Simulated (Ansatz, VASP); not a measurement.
Two plane-wave programs on Cs2Gd

File INCAR:

```
ALGO = Normal ; EDIFF = 1E-6
ENCUT = 520 ; GGA = PE
ISIF = 2 ; ISMEAR = 0
ISPIN = 2 ; LASPH = T
LCHARG = T ; LELF = T
LMAXMIX = 6 ; LORBIT = 11
LREAL = F ; LVHAR = T
LWAVE = F ; MAGMOM = 0 0 7
NBANDS = 29 ; NELM = 150
PREC = Accurate ; SIGMA = 0.1
```

KPOINTS

```
k-points
0
Gamma
  3 3 4
```

File POSCAR:

```
Cs2Gd
1.0
    6.2280800200      0.0000000000      0.0000000000
   -3.1140400100      5.3936755200      0.0000000000
    0.0000000000      0.0000000000      4.6671101200
Cs Gd
2 1
Direct
    0.3333333300      0.6666666700      0.5000000000
    0.6666666700      0.3333333300      0.5000000000
    0.0000000000      0.0000000000      0.0000000000
```

Input for Ansatz:

```yaml
crystal:
  lattice:
    - [6.22808002, 0.0, 0.0]
    - [-3.11404001, 5.39367552, 0.0]
    - [0.0, 0.0, 4.66711012]
  atoms:
    - { symbol: Cs, position: [0.33333333, 0.66666667, 0.5] }
    - { symbol: Cs, position: [0.66666667, 0.33333333, 0.5] }
    - { symbol: Gd, position: [0.0, 0.0, 0.0], spin: 7.0 }
basis:
  ecutwfc: 420
kpoints:
  mp_grid: { grid: [3, 3, 4] }
hamiltonian:
  xc: pbe
scf:
  occupations: { method: gaussian, width: 0.1 }
  lower_state_search: "off"
output:
  forces: true
  stress: true
  eigenvalues: true
  populations: true
magnetization:
  spin_polarized: true
```

Alike in both runs: task single point; functional PBE; k mesh 3 × 3 × 4; occupations gaussian, width 0.1 eV; collinear spin.

|  | VASP | Ansatz |
| --- | --- | --- |
| version | VASP 6.6.1 | Ansatz 0.2.0 |
| potentials or method | VASP PAW PBE potentials, release 64 (Cs_sv, Gd), cutoff 520 eV | scalar-relativistic, plane waves, PAW |
| valence electrons in the cell | 36 | 36 |

Ansatz gave:

| Item | Value |
| --- | --- |
| gap on the k mesh at the Fermi level (eV) | none |
| pressure (GPa) | 2.4 |
| traceless stress, the component that is largest in VASP (GPa) | -2.32 |
| net moment per atom (μB) | 3.13 |
| size of the moment on the site where the two differ most (μB) | 7.78 |

Q: What did VASP give for the same quantities?

A: gap on the k mesh at the Fermi level (eV): none; pressure (GPa): 2.4; traceless stress, the component that is largest in VASP (GPa): -2.33; net moment per atom (μB): 3.13; size of the moment on the site where the two differ most (μB): 7.04.

Site moments also hang on the region over which each program counts them. A gap of «none» marks a metal or a gap that the smearing closes.

The k mesh is coarse, so the values compare programs but aren't converged. Spin-orbit coupling is off throughout.
